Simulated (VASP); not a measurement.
# LiY7 (Fm-3m) in VASP: single point with PBE

Aim: the single point of LiY7 with PBE.

Program: VASP 6.6.1. These are calculated values, not measurements. Logs are shortened: lines on timing, memory, paths and dates and some standing lists are left out, and cuts for length are marked.

## 1. The cell of the first run

The structure is cubic, space group Fm-3m (No. 225). The conventional cell has a = 10.323 Å, b = 10.323 Å, c = 10.323 Å, α = 90.00°, β = 90.00°, γ = 90.00°. Within 4.8 Å of Li (site symmetry m-3m) lie 12 Y at 3.65 Å. Y (site symmetry mmm) has 2 Li at 3.65 Å and 10 Y at 3.65 Å within 4.8 Å. Within 4.8 Å of Y (site symmetry m-3m) lie 12 Y at 3.65 Å.

## 2. Single point, PBE (34.37 Å³/atom)

Contents of INCAR:

```
ALGO = Fast
EDIFF = 1E-6
ENCUT = 520
GGA = PE
ISIF = 2
ISMEAR = 0
LASPH = T
LCHARG = F
LREAL = F
LWAVE = F
NBANDS = 50
NELM = 100
PREC = Accurate
SIGMA = 0.1
```

Contents of KPOINTS:

```
k-points
0
Gamma
  8 8 8
```

Contents of POSCAR:

```
LiY7
1.0
    0.0000000000      5.1613533401      5.1613533401
    5.1613533401      0.0000000000      5.1613533401
    5.1613533401      5.1613533401      0.0000000000
Li Y
1 7
Direct
    0.0000000000      0.0000000000      0.0000000000
    0.5000000000      0.0000000000      0.0000000000
    0.0000000000      0.5000000000      0.5000000000
    0.0000000000      0.5000000000      0.0000000000
    0.5000000000      0.0000000000      0.5000000000
    0.0000000000      0.0000000000      0.5000000000
    0.5000000000      0.5000000000      0.0000000000
    0.5000000000      0.5000000000      0.5000000000
```

Potentials or basis: VASP PAW PBE potentials, release 64 (Li_sv, Y_sv).

Launch:

```bash
cat potpaw_PBE.64/Li_sv/POTCAR potpaw_PBE.64/Y_sv/POTCAR > POTCAR
mpirun -np 1 vasp_std > vasp.out
```

OUTCAR:

```text
EDIFF = 1E-6
   ENCUT = 520
   GGA = PE
   ISIF = 2
   ISMEAR = 0
   LASPH = T
   LREAL = F
   NELM = 100
   PREC = Accurate

 ion  position               nearest neighbor table
   1  0.000  0.000  0.000-
   2  0.500  0.000  0.000-   5 3.65   7 3.65   5 3.65   6 3.65   8 3.65   4 3.65   7 3.65   8 3.65
                             4 3.65   6 3.65
   3  0.000  0.500  0.500-   4 3.65   6 3.65   8 3.65   4 3.65   7 3.65   5 3.65   6 3.65   5 3.65
                             7 3.65   8 3.65
   4  0.000  0.500  0.000-   3 3.65   7 3.65   3 3.65   6 3.65   8 3.65   2 3.65   6 3.65   2 3.65
                             7 3.65   8 3.65
   5  0.500  0.000  0.500-   2 3.65   6 3.65   8 3.65   2 3.65   7 3.65   3 3.65   7 3.65   8 3.65
                             3 3.65   6 3.65
   6  0.000  0.000  0.500-   3 3.65   5 3.65   2 3.65   4 3.65   3 3.65   4 3.65   8 3.65   2 3.65
                             5 3.65   8 3.65
   7  0.500  0.500  0.000-   2 3.65   4 3.65   8 3.65   3 3.65   5 3.65   8 3.65   2 3.65   5 3.65
                             3 3.65   4 3.65
   8  0.500  0.500  0.500-   3 3.65   5 3.65   7 3.65   2 3.65   4 3.65   7 3.65   2 3.65   5 3.65
                             6 3.65   3 3.65   4 3.65   6 3.65

  LATTYP: Found a face centered cubic cell.
 ALAT       =    10.3227066802

  Lattice vectors:

 A1 = (   0.0000000000,   5.1613533401,   5.1613533401)
 A2 = (   5.1613533401,   0.0000000000,   5.1613533401)
 A3 = (   5.1613533401,   5.1613533401,   0.0000000000)

Analysis of symmetry for initial positions (statically):
=====================================================================
 Subroutine PRICEL returns:
 Original cell was already a primitive cell.

 Routine SETGRP: Setting up the symmetry group for a
 face centered cubic supercell.

 Subroutine GETGRP returns: Found 48 space group operations
 (whereof 48 operations were pure point group operations)
 out of a pool of 48 trial point group operations.

The static configuration has the point symmetry O_h .

Analysis of symmetry for dynamics (positions and initial velocities):
=====================================================================
 Subroutine PRICEL returns:
 Original cell was already a primitive cell.

 Routine SETGRP: Setting up the symmetry group for a
 face centered cubic supercell.

 Subroutine GETGRP returns: Found 48 space group operations
 (whereof 48 operations were pure point group operations)
 out of a pool of 48 trial point group operations.

The dynamic configuration has the point symmetry O_h .

 Subroutine INISYM returns: Found 48 space group operations
 (whereof 48 operations are pure point group operations),
 and found     1 'primitive' translations

----------------------------------------------------------------------------------------

                                     Primitive cell

  volume of cell :     274.9924

  direct lattice vectors                    reciprocal lattice vectors
     0.000000000  5.161353340  5.161353340    -0.096873817  0.096873817  0.096873817
     5.161353340  0.000000000  5.161353340     0.096873817 -0.096873817  0.096873817
     5.161353340  5.161353340  0.000000000     0.096873817  0.096873817 -0.096873817

  length of vectors
     7.299255894  7.299255894  7.299255894     0.167790373  0.167790373  0.167790373

  position of ions in fractional coordinates (direct lattice)
     0.000000000  0.000000000  0.000000000
     0.500000000  0.000000000  0.000000000
     0.000000000  0.500000000  0.500000000
     0.000000000  0.500000000  0.000000000
     0.500000000  0.000000000  0.500000000
     0.000000000  0.000000000  0.500000000
     0.500000000  0.500000000  0.000000000
     0.500000000  0.500000000  0.500000000

  ion indices of the primitive-cell ions
   primitive index   ion index
                 1           1
                 2           2
                 3           3
                 4           4
                 5           5
                 6           6
                 7           7
                 8           8

----------------------------------------------------------------------------------------

 KPOINTS: k-points

Automatic generation of k-mesh.
 Grid dimensions read from file:
 generate k-points for:    8    8    8

 Generating k-lattice:

  Cartesian coordinates                     Fractional coordinates (reciprocal lattice)
    -0.012109227  0.012109227  0.012109227     0.125000000  0.000000000  0.000000000
     0.012109227 -0.012109227  0.012109227     0.000000000  0.125000000  0.000000000
     0.012109227  0.012109227 -0.012109227     0.000000000  0.000000000  0.125000000

  Length of vectors
     0.020973797  0.020973797  0.020973797

  Shift w.r.t. Gamma in fractional coordinates (k-lattice)
     0.000000000  0.000000000  0.000000000

 Subroutine IBZKPT returns following result:
 ===========================================

 Found     29 irreducible k-points:

 Following reciprocal coordinates:
            Coordinates               Weight
  0.000000  0.000000  0.000000      1.000000
  0.125000  0.000000  0.000000      8.000000
  0.250000  0.000000  0.000000      8.000000
  0.375000  0.000000  0.000000      8.000000
  0.500000  0.000000  0.000000      4.000000
  0.125000  0.125000  0.000000      6.000000
[... 16 lines left out ...]
  0.500000  0.250000  0.125000     48.000000
 -0.375000  0.250000  0.125000     24.000000
 [... further k-points ...]
   k-points           NKPTS =     29   k-points in BZ     NKDIM =     29   number of bands    NBANDS=     50
   number of dos      NEDOS =    301   number of ions     NIONS =      8
   total plane-waves  NPLWV = 157464
   dimension x,y,z NGX =    54 NGY =   54 NGZ =   54
   dimension x,y,z NGXF=   108 NGYF=  108 NGZF=  108
   ions per type =               1   7
   NGX,Y,Z   is equivalent  to a cutoff of  12.30, 12.30, 12.30 a.u.
   NGXF,Y,Z  is equivalent  to a cutoff of  24.60, 24.60, 24.60 a.u.
 SYSTEM =  unknown system
   PREC   = accura    normal or accurate (medium, high low for compatibility)
   ISTART =      0    job   : 0-new  1-cont  2-samecut
   ICHARG =      2    charge: 1-file 2-atom 10-const
   ISPIN  =      1    spin polarized calculation?
   LNONCOLLINEAR =      F non collinear calculations
   LSORBIT =      F    spin-orbit coupling
   LASPH  =      T    aspherical Exc in radial PAW
   ENCUT  =  520.0 eV  38.22 Ry    6.18 a.u.  13.57 13.57 13.57*2*pi/ulx,y,z
   NELM   =    100;   NELMIN=  2; NELMDL= -5     # of ELM steps
   EDIFF  = 0.1E-05   stopping-criterion for ELM
   LREAL  =      F    real-space projection
   EDIFFG = 0.1E-04   stopping-criterion for IOM
   NSW    =      0    number of steps for IOM
   IBRION =     -1    ionic relax: 0-MD 1-quasi-New 2-CG
   NFREE  =      0    steps in history (QN), initial steepest desc. (CG)
   ISIF   =      2    stress and relaxation
   ISYM   =      2    0-nonsym 1-usesym 2-fastsym
   POTIM  = 0.5000    time-step for ionic-motion
   TEBEG  =    0.0;   TEEND  =   0.0 temperature during run
   PSTRESS=    0.0 pullay stress
   NELECT =      80.0000    total number of electrons
   NUPDOWN=      -1.0000    fix difference up-down
   EMIN   =  10.00;   EMAX   =-10.00  energy-range for DOS
   EFERMI =   0.00;   METHOD = LEGACY
   ISMEAR =     0;   SIGMA  =   0.10  broadening in eV -4-tet -1-fermi 0-gaus
   EFERMI_NEDOS =   21; number of points for ismear=-14 and -15
   IALGO  =     68    algorithm
   IMIX   =      4    mixing-type and parameters
     AMIX     =   0.40;   BMIX     =  1.00
     AMIX_MAG =   1.60;   BMIX_MAG =  1.00
  volume/ion in A,a.u.               =      34.37       231.97
  Fermi-wavevector in a.u.,A,eV,Ry     =   1.084754  2.049888 16.009855  1.176691
  Thomas-Fermi vector in A             =   2.220851
   LORBIT       =      0    0 simple, 1 ext, 2 COOP (PROOUT), +10 PAW based schemes
   GGA     = PE    functional components
   LHFCALC =     F    Hartree Fock is set to
   AEXX    =    0.0000 exact exchange contribution
   IVDW    =     0    specifies the selected vdW correction
   LEPSILON=     F    determine dielectric tensor
   LRPA    =     F    only Hartree local field effects (RPA)
 non-spin polarized calculation
 RMM-DIIS sequential band-by-band and
 Gauss-broadening in eV      SIGMA  =   0.10
  energy-cutoff  :      520.00
  volume of cell :      274.99
 maximum number of plane-waves:      7453
   NGX = 27   NGY = 27   NGZ = 27

 number of electron      79.9999993 magnetization

 Free energy of the ion-electron system (eV)
  ---------------------------------------------------
  ext. energy  EPLUGINS =         0.00000000
  ---------------------------------------------------
  free energy    TOTEN  =       -45.93612456 eV

  energy without entropy =      -45.87987956  energy(sigma->0) =      -45.90800206

 E-fermi :   2.3787     XC(G=0):  -8.8773

 val. band max:        2.3711343901   @ k =   0.3750   0.1250   0.0000
 cond. band min:       2.3789143102   @ k =  -0.2500   0.1250   0.0000
 fundamental gap:      0.0077799200
 Fermi energy:         2.3787372503

 k-point     1 :       0.0000    0.0000    0.0000
  band No.  band energies     occupation
      1     -43.6005      2.00000
      2     -40.6091      2.00000
      3     -40.5743      2.00000
      4     -40.5743      2.00000
      5     -40.5743      2.00000
      6     -40.5579      2.00000
[... 42 lines left out ...]
     49       4.1240      0.00000
     50       4.1318      0.00000

 k-point     2 :       0.1250    0.0000    0.0000
  band No.  band energies     occupation
      1     -43.6005      2.00000
      2     -40.6078      2.00000
      3     -40.5756      2.00000
      4     -40.5737      2.00000
      5     -40.5737      2.00000
      6     -40.5585      2.00000
[... 42 lines left out ...]
     49       3.9930      0.00000
     50       3.9940      0.00000

 k-point     3 :       0.2500    0.0000    0.0000
  band No.  band energies     occupation
      1     -43.6005      2.00000
      2     -40.6039      2.00000
      3     -40.5793      2.00000
      4     -40.5719      2.00000
      5     -40.5719      2.00000
      6     -40.5603      2.00000
[... 1102 lines left out ...]
     49       3.5388      0.00000
     50       3.6692      0.00000

 k-point    24 :      -0.3750    0.2500    0.1250
  band No.  band energies     occupation
      1     -43.6005      2.00000
      2     -40.5895      2.00000
      3     -40.5891      2.00000
      4     -40.5710      2.00000
      5     -40.5709      2.00000
      6     -40.5634      2.00000
[... 42 lines left out ...]
     49       3.3665      0.00000
     50       3.6446      0.00000

 [... further k-points ...]
[... 5 lines left out ...]
  --------------------------------------------------------------------------------------
  -------------------------------------------------------------------------------------
  Total       -5.1421660     -5.1421660     -5.1421660      0.0000000     -0.0000000      0.0000000
  in kB      -29.9595928    -29.9595928    -29.9595928      0.0000000     -0.0000000      0.0000000
  external PRESSURE =     -29.9595928 kB  Pullay stress =       0.0000000 kB

 VOLUME and BASIS-vectors are now :
 -----------------------------------------------------------------------------
  energy-cutoff  :      520.00
  volume of cell :      274.99
      direct lattice vectors                 reciprocal lattice vectors
     0.000000000  5.161353340  5.161353340    -0.096873817  0.096873817  0.096873817
     5.161353340  0.000000000  5.161353340     0.096873817 -0.096873817  0.096873817
     5.161353340  5.161353340  0.000000000     0.096873817  0.096873817 -0.096873817

 POSITION                                       TOTAL-FORCE (eV/Angst)
 -----------------------------------------------------------------------------------
      0.00000      0.00000      0.00000        -0.000000      0.000000     -0.000000
      0.00000      2.58068      2.58068        -0.000000      0.000000     -0.000000
      5.16135      2.58068      2.58068         0.000000      0.000000     -0.000000
      2.58068      0.00000      2.58068        -0.000000      0.000000     -0.000000
      2.58068      5.16135      2.58068        -0.000000     -0.000000     -0.000000
      2.58068      2.58068      0.00000        -0.000000     -0.000000     -0.000000
      2.58068      2.58068      5.16135        -0.000000      0.000000      0.000000
      5.16135      5.16135      5.16135         0.000000      0.000000     -0.000000
 -----------------------------------------------------------------------------------
    total drift:                               -0.000000     -0.000000     -0.000000

  FREE ENERGIE OF THE ION-ELECTRON SYSTEM (eV)
  ---------------------------------------------------
  free  energy   TOTEN  =       -45.9361245556 eV

  energy  without entropy=      -45.8798795575  energy(sigma->0) =      -45.90800206
```

Wall time 32 min (1 thread of AMD EPYC 9R45 (Zen 5), shared host); peak memory 0.57 GiB.

Results:

* Free energy: -45.9361 eV
* Band gap on the k mesh: zero (bands 40 and 41 overlap by 0.44 eV)

Levels at points of the mesh, in eV from the Fermi level:
| k point | band 36 | band 37 | band 38 | band 39 | band 40 | band 41 | band 42 | band 43 | band 44 | band 45 |
| --- | --- | --- | --- | --- | --- | --- | --- | --- | --- | --- |
| (0.00, 0.00, 0.00) | -1.19 | -1.19 | -0.37 | -0.37 | -0.37 | 0.38 | 0.38 | 0.38 | 0.48 | 1.52 |
| (0.50, 0.00, 0.00) | -0.72 | -0.72 | -0.34 | -0.30 | -0.30 | -0.26 | 0.35 | 0.35 | 0.68 | 0.71 |
| (0.50, 0.50, 0.00) | -0.72 | -0.18 | 0.15 | 0.15 | 0.17 | 0.22 | 0.27 | 0.27 | 0.32 | 0.46 |

Caveat: the cutoff is under 1.25 times the usual one of these potentials, so pressure, stress and relaxed cells hold a basis-set (Pulay) error.
